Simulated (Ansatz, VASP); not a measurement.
**In: VASP beside Ansatz**

The input INCAR:

```
ALGO     = Fast           # electronic algorithm
EDIFF    = 1E-6           # SCF threshold, eV
ENCUT    = 520            # plane-wave cutoff, eV
GGA      = PE             # functional
ISIF     = 2              # what is computed and relaxed
ISMEAR   = 0              # smearing method
LASPH    = True           # aspherical terms in the spheres
LCHARG   = False          # write CHGCAR
LREAL    = False          # projectors in reciprocal space
LWAVE    = False          # write WAVECAR
NBANDS   = 12             # bands
NELM     = 60             # most SCF steps
PREC     = Accurate       # precision mode
SIGMA    = 0.15           # smearing width, eV
```

File KPOINTS:

```
k-points
0
Gamma
  18 18 18
```

The input POSCAR:

```
In
1.0
   -2.0331272592      2.0331272592      1.7319232208
    2.0331272592     -2.0331272592      1.7319232208
    2.0331272592      2.0331272592     -1.7319232208
In
1
Direct
    0.0000000000      0.0000000000      0.0000000000
```

Input for Ansatz:

```yaml
crystal:
  lattice:
    - [-2.0331272592, 2.0331272592, 1.7319232208]
    - [2.0331272592, -2.0331272592, 1.7319232208]
    - [2.0331272592, 2.0331272592, -1.7319232208]
  atoms:
    - { symbol: In, position: [0.0, 0.0, 0.0] }
basis:
  ecutwfc: 420
kpoints:
  mp_grid: { grid: [18, 18, 18] }
hamiltonian:
  xc: pbe
scf:
  occupations: { method: gaussian, width: 0.15 }
output:
  forces: true
  stress: true
  eigenvalues: true
```

Change from the starting cell: strain +0.080 along x and y, -0.080 along z, atoms carried along.

Alike in both runs: task single point; functional PBE; k mesh 18 × 18 × 18; occupations gaussian, width 0.15 eV; no spin polarisation.

|  | VASP | Ansatz |
| --- | --- | --- |
| version | VASP 6.6.1 | Ansatz 0.2.0 |
| potentials or method | VASP PAW PBE potentials, release 64 (In_d), cutoff 520 eV | scalar-relativistic, plane waves, PAW |
| valence electrons in the cell | 13 | 13 |

```csv
,VASP,Ansatz,Ansatz less VASP
gap on the k mesh at the Fermi level (eV),none,none,-
pressure (GPa),-1.0,-1.0,+0.07
"traceless stress, the component that is largest in VASP (GPa)",0.33,0.33,-0.004
```

A gap of «none» marks a metal or a gap that the smearing closes.
